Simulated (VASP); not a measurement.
# Cd31O32 (a cell with a defect) in VASP: single point with PBEsol

Aim: the single point of Cd31O32 (a cell with a defect) with PBEsol.

Everything below comes from runs of VASP 6.6.1. Logs are shortened: lines on timing, memory, paths and dates and some standing lists are left out, and cuts for length are marked.

### Step 1. The cell of the first run

The cell holds a defect, 63 atoms: a = 9.381 Å, b = 9.381 Å, c = 9.381 Å, α = 90.00°, β = 90.00°, γ = 90.00°.

### Step 2. Single point, PBEsol

File INCAR:

```
  PREC = Accurate
  ENCUT = 520
  EDIFF = 1E-7
  ISMEAR = -1
  SIGMA = 0.05
  LREAL = Auto
  LASPH = T
  NELM = 60
  ALGO = Normal
  ISIF = 2
  LWAVE = F
  LCHARG = F
  GGA = PS
  NBANDS = 319
  NELECT = 566.0
  ISYM = 0
```

File KPOINTS:

```
Automatic mesh
0
Gamma
  1 1 1
  0.25 0.25 0.25
```

File POSCAR:

```
Cd31O32
1.0
    9.3811470000      0.0000000000      0.0000000000
    0.0000000000      9.3811470000      0.0000000000
    0.0000000000      0.0000000000      9.3811470000
O Cd
32 31
Direct
    0.2478710000      0.0002750000      0.0002280000
    0.2456500000      0.0003090000      0.5002060000
    0.2456330000      0.5002480000      0.0002080000
    0.2339980000      0.5003210000      0.5002880000
    0.7518410000      0.0001320000      0.0000930000
    0.7540890000      0.0000730000      0.5001080000
    0.7540730000      0.5001480000      0.0000760000
    0.7657160000      0.5000690000      0.4999900000
    0.9999340000      0.2482170000      0.0002350000
    0.9999630000      0.2459790000      0.5001960000
    0.9997750000      0.7521820000      0.0000680000
    0.9997850000      0.7544160000      0.5001080000
    0.4999100000      0.2459800000      0.0002270000
    0.5000170000      0.2343370000      0.5003050000
    0.4998070000      0.7544180000      0.0000880000
    0.4997280000      0.7660600000      0.5000080000
    0.9999370000      0.0002640000      0.2481670000
    0.9997990000      0.0001340000      0.7521380000
    0.9999890000      0.5002590000      0.2459280000
    0.9997040000      0.5001390000      0.7543600000
    0.4999090000      0.0003340000      0.2459440000
    0.4998080000      0.0000670000      0.7543810000
    0.4999460000      0.5003110000      0.2343030000
    0.4997440000      0.5000960000      0.7660240000
    0.2497450000      0.2500900000      0.2500370000
    0.2495890000      0.2499320000      0.7505650000
    0.2495790000      0.7506150000      0.2498710000
    0.2494400000      0.7504650000      0.7504340000
    0.7502820000      0.2499320000      0.2498830000
    0.7501360000      0.2497670000      0.7504230000
    0.7501300000      0.7504730000      0.2497400000
    0.7499710000      0.7503290000      0.7502700000
    0.9998560000      0.0002010000      0.0001550000
    0.9998690000      0.0001990000      0.5001480000
    0.9998510000      0.5002020000      0.0001490000
    0.9998570000      0.5001990000      0.5001480000
    0.4998530000      0.0002030000      0.0001610000
    0.4998600000      0.0002010000      0.5001630000
    0.4998510000      0.5001990000      0.0001640000
    0.2511030000      0.2514440000      0.0002500000
    0.2551680000      0.2554980000      0.5002570000
    0.2510280000      0.7490250000      0.0001530000
    0.2550010000      0.7450510000      0.5001530000
    0.7486770000      0.2513830000      0.0001560000
    0.7447390000      0.2553300000      0.5001490000
    0.7486060000      0.7489580000      0.0000600000
    0.7445640000      0.7449030000      0.5000500000
    0.2511070000      0.0002970000      0.2514040000
    0.2510370000      0.0002020000      0.7489740000
    0.2551450000      0.5003060000      0.2554510000
    0.2549890000      0.5001980000      0.7450160000
    0.7486780000      0.0002070000      0.2513370000
    0.7486170000      0.0001070000      0.7489180000
    0.7447090000      0.5002010000      0.2552840000
    0.7445540000      0.5000960000      0.7448440000
    0.9999580000      0.2514490000      0.2513950000
    0.9998610000      0.2513740000      0.7489770000
    0.9998550000      0.7490250000      0.2513280000
    0.9997580000      0.7489530000      0.7489040000
    0.4999640000      0.2555040000      0.2554660000
    0.4998610000      0.2553450000      0.7450240000
    0.4998500000      0.7450610000      0.2552900000
    0.4997540000      0.7449060000      0.7448570000
```

Potentials or basis: VASP PAW PBE potentials, release 64 (O, Cd).

Started as:

```sh
$ cat potpaw_PBE.64/O/POTCAR potpaw_PBE.64/Cd/POTCAR > POTCAR
$ mpirun -np 1 vasp_std > vasp.out
```

OUTCAR:

```text
PREC = Accurate
   ENCUT = 520
   EDIFF = 1E-7
   ISMEAR = -1
   LREAL = Auto
   LASPH = T
   NELM = 60
   ISIF = 2
   GGA = PS
   NELECT = 566.0
   ISYM = 0

 ion  position               nearest neighbor table
   1  0.248  0.000  0.000-  33 2.33  40 2.36  48 2.36  42 2.36  49 2.36  37 2.36
   2  0.246  0.000  0.500-  34 2.31  49 2.33  48 2.33  38 2.38  41 2.40  43 2.40
   3  0.246  0.500  0.000-  35 2.31  42 2.33  40 2.33  39 2.38  51 2.40  50 2.40
   4  0.234  0.500  0.500-  36 2.20  51 2.30  43 2.30  41 2.31  50 2.31
   5  0.752  0.000  0.000-  33 2.33  46 2.36  53 2.36  52 2.36  44 2.36  37 2.36
   6  0.754  0.000  0.500-  34 2.31  52 2.33  53 2.33  38 2.38  47 2.40  45 2.40
   7  0.754  0.500  0.000-  35 2.31  44 2.33  46 2.33  39 2.38  54 2.40  55 2.40
   8  0.766  0.500  0.500-  36 2.20  54 2.30  45 2.30  47 2.31  55 2.31
   9  1.000  0.248  0.000-  33 2.33  56 2.36  40 2.36  44 2.36  57 2.36  35 2.36
  10  1.000  0.246  0.500-  34 2.31  57 2.33  56 2.33  36 2.38  41 2.40  45 2.40
  11  1.000  0.752  0.000-  33 2.33  59 2.36  46 2.36  42 2.36  58 2.36  35 2.36
  12  1.000  0.754  0.500-  34 2.31  58 2.33  59 2.33  36 2.38  43 2.40  47 2.40
  13  0.500  0.246  0.000-  37 2.31  44 2.33  40 2.33  39 2.38  61 2.40  60 2.40
  14  0.500  0.234  0.500-  38 2.20  61 2.30  45 2.30  60 2.31  41 2.31
  15  0.500  0.754  0.000-  37 2.31  42 2.33  46 2.33  39 2.38  62 2.40  63 2.40
  16  0.500  0.766  0.500-  38 2.20  62 2.30  43 2.30  47 2.31  63 2.31
  17  1.000  0.000  0.248-  33 2.33  48 2.36  56 2.36  58 2.36  52 2.36  34 2.36
[... 63 lines left out ...]
  57  1.000  0.251  0.749-  20 2.33  10 2.33  30 2.34  26 2.34  18 2.36   9 2.36  36 3.30  35 3.32
                            34 3.32  49 3.33  33 3.33  44 3.33  53 3.33  40 3.33  45 3.34  51 3.34
  58  1.000  0.749  0.251-  19 2.33  12 2.33  27 2.34  31 2.34  17 2.36  11 2.36  36 3.30  34 3.32
                            35 3.32  42 3.33  33 3.33  52 3.33  46 3.33  48 3.33  54 3.34  43 3.34
  59  1.000  0.749  0.749-  12 2.33  20 2.33  28 2.34  32 2.34  11 2.36  18 2.36  36 3.30  35 3.32
                            34 3.32  53 3.33  46 3.33  33 3.33  42 3.33  49 3.33  51 3.34  43 3.34
  60  0.500  0.256  0.255-  23 2.31  14 2.31  25 2.35  29 2.35  21 2.40  13 2.40  54 3.25  45 3.25
                            41 3.25  50 3.25  39 3.32  38 3.32  52 3.34  44 3.34  48 3.34  40 3.34
  61  0.500  0.255  0.745-  14 2.30  24 2.30  26 2.35  30 2.35  13 2.40  22 2.40  55 3.25  41 3.25
                            51 3.25  45 3.25  39 3.32  38 3.32  44 3.34  49 3.34  40 3.34  53 3.34
  62  0.500  0.745  0.255-  16 2.30  23 2.30  27 2.35  31 2.35  15 2.40  21 2.40  50 3.25  47 3.25
                            43 3.25  54 3.25  39 3.32  38 3.32  42 3.34  52 3.34  48 3.34  46 3.34
  63  0.500  0.745  0.745-  24 2.31  16 2.31  32 2.35  28 2.35  22 2.40  15 2.40  43 3.25  51 3.25
                            55 3.25  47 3.25  38 3.32  39 3.32  49 3.34  42 3.34  46 3.34  53 3.34

IMPORTANT INFORMATION: All symmetrisations will be switched off!
NOSYMM: (Re-)initialisation of all symmetry stuff for point group C_1.

----------------------------------------------------------------------------------------

                                     Primitive cell

  volume of cell :     825.5965

[... 209 lines left out ...]
     AMIX_MAG =   1.60;   BMIX_MAG =  1.00
  volume/ion in A,a.u.               =      13.10        88.43
  Fermi-wavevector in a.u.,A,eV,Ry     =   1.443525  2.727867 28.351344  2.083765
  Thomas-Fermi vector in A             =   2.561923
   LORBIT       =      0    0 simple, 1 ext, 2 COOP (PROOUT), +10 PAW based schemes
   GGA     = PS    functional components
   LHFCALC =     F    Hartree Fock is set to
   AEXX    =    0.0000 exact exchange contribution
   IVDW    =     0    specifies the selected vdW correction
   LEPSILON=     F    determine dielectric tensor
   LRPA    =     F    only Hartree local field effects (RPA)
 non-spin polarized calculation
  energy-cutoff  :      520.00
  volume of cell :      825.60
 maximum number of plane-waves:     22259
 NGX is ok and might be reduce to    70
   NGX = 35   NGY = 35   NGZ = 35

 number of electron     565.9999758 magnetization

 Free energy of the ion-electron system (eV)
  ---------------------------------------------------
  ext. energy  EPLUGINS =         0.00000000
  ---------------------------------------------------
  free energy    TOTEN  =      -263.68055096 eV

  energy without entropy =     -263.68035880  energy(sigma->0) =     -263.68045488

 E-fermi :   2.2858     XC(G=0): -11.8574

 val. band max:        1.7825733469   @ k =   0.2500  -0.2500   0.2500
 cond. band min:       2.7520871928   @ k =  -0.2500  -0.2500   0.2500
 fundamental gap:      0.9695138459
 Fermi energy:         2.2858079657

 k-point     1 :       0.2500    0.2500    0.2500
  band No.  band energies     occupation
      1     -15.4754      2.00000
      2     -15.2491      2.00000
      3     -15.2491      2.00000
      4     -15.2369      2.00000
      5     -15.0685      2.00000
      6     -15.0685      2.00000
[... 1181 lines left out ...]
    294       6.1860      0.00000
    295       6.1863      0.00000
 [bands above 295 left out]

------------------------ aborting loop because EDIFF is reached ----------------------------------------

  FORCE on cell =-STRESS in cart. coord.  units (eV):
  Direction    XX          YY          ZZ          XY          YZ          ZX
  --------------------------------------------------------------------------------------
  -------------------------------------------------------------------------------------
  Total       22.2291770     22.2310963     22.2348949     -0.0046043     -0.0176129     -0.0065257
  in kB       43.1386095     43.1423342     43.1497058     -0.0089353     -0.0341800     -0.0126640
  external PRESSURE =      43.1435498 kB  Pullay stress =       0.0000000 kB

 VOLUME and BASIS-vectors are now :
 -----------------------------------------------------------------------------
  energy-cutoff  :      520.00
  volume of cell :      825.60
      direct lattice vectors                 reciprocal lattice vectors
     9.381147000  0.000000000  0.000000000     0.106596773  0.000000000  0.000000000
     0.000000000  9.381147000  0.000000000     0.000000000  0.106596773  0.000000000
     0.000000000  0.000000000  9.381147000     0.000000000  0.000000000  0.106596773

 POSITION                                       TOTAL-FORCE (eV/Angst)
 -----------------------------------------------------------------------------------
      2.32531      0.00258      0.00214         0.001928     -0.002653     -0.002433
      2.30448      0.00290      4.69251         0.010302     -0.002620     -0.001434
      2.30432      4.69290      0.00195         0.009778     -0.001367     -0.001807
      2.19517      4.69358      4.69328         0.072504     -0.003750     -0.003658
      7.05313      0.00124      0.00087        -0.002861      0.002370      0.001544
      7.07422      0.00068      4.69159        -0.010526      0.002197      0.000569
[... 55 lines left out ...]
      4.68917      6.98953      2.39491         0.000314      0.005240     -0.005129
      4.68827      6.98807      6.98761        -0.000267      0.004189      0.004370
 -----------------------------------------------------------------------------------
    total drift:                               -0.001453      0.007718      0.005589

  FREE ENERGIE OF THE ION-ELECTRON SYSTEM (eV)
  ---------------------------------------------------
  free  energy   TOTEN  =      -263.6805509576 eV

  energy  without entropy=     -263.6803588026  energy(sigma->0) =     -263.68045488
```

Run time: 31 min. Hardware: 1 thread of Intel Xeon Platinum 8488C (Sapphire Rapids), shared host; peak memory 1.1 GiB.

Results:

- Free energy: -263.6806 eV
- Largest force: 0.073 eV/Å

Forces in eV/Å, atoms in the order of the input:
```
O    0.002 -0.003 -0.002
O    0.010 -0.003 -0.001
O    0.010 -0.001 -0.002
O    0.073 -0.004 -0.004
O   -0.003  0.002  0.002
O   -0.011  0.002  0.001
O   -0.011  0.001  0.001
O   -0.071  0.004  0.005
O   -0.002  0.004 -0.002
O   -0.002  0.010 -0.001
O    0.003 -0.001  0.002
O    0.001 -0.009  0.000
O   -0.001  0.011 -0.002
O   -0.005  0.073 -0.003
O    0.001 -0.010  0.001
O    0.004 -0.072  0.005
O   -0.002 -0.002  0.003
O    0.002  0.002 -0.001
O   -0.002 -0.002  0.010
O    0.003  0.000 -0.009
O   -0.001 -0.002  0.009
O    0.001  0.002 -0.010
O   -0.004 -0.002  0.072
O    0.004  0.003 -0.072
O   -0.003 -0.009 -0.007
O   -0.004 -0.005  0.000
O   -0.004  0.000 -0.005
O    0.000  0.004  0.003
O   -0.002 -0.004 -0.004
O    0.004  0.000  0.004
O    0.004  0.004 -0.001
O    0.007  0.005  0.007
Cd  -0.001  0.001  0.001
Cd  -0.001  0.001  0.001
Cd  -0.001  0.001  0.001
Cd  -0.001  0.001  0.001
Cd  -0.001  0.001  0.001
Cd   0.000  0.001  0.001
Cd  -0.001  0.001  0.001
Cd   0.000  0.000  0.001
Cd  -0.004 -0.005  0.000
Cd  -0.002  0.002 -0.001
Cd  -0.005  0.006  0.000
Cd   0.002 -0.002 -0.001
Cd   0.005 -0.005  0.000
Cd   0.001  0.000 -0.001
Cd   0.004  0.004  0.000
Cd   0.000  0.001 -0.001
Cd  -0.002 -0.001  0.002
Cd  -0.004  0.000 -0.005
Cd  -0.005  0.000  0.005
Cd   0.002 -0.001 -0.002
Cd   0.001 -0.002  0.000
Cd   0.005  0.000 -0.005
Cd   0.004  0.000  0.004
Cd   0.001 -0.001  0.000
Cd   0.000 -0.002  0.002
Cd   0.000  0.002 -0.003
Cd  -0.001  0.000  0.001
Cd   0.000 -0.005 -0.005
Cd   0.000 -0.006  0.005
Cd   0.000  0.005 -0.005
Cd   0.000  0.004  0.004
```

Caveat: the cell carries a net charge on a neutralising background, which shifts energy and pressure; the cell is charged against a uniform background, so pressure and absolute levels hang on convention; the PAW data sets were made with another functional, which shifts forces and pressure a little.
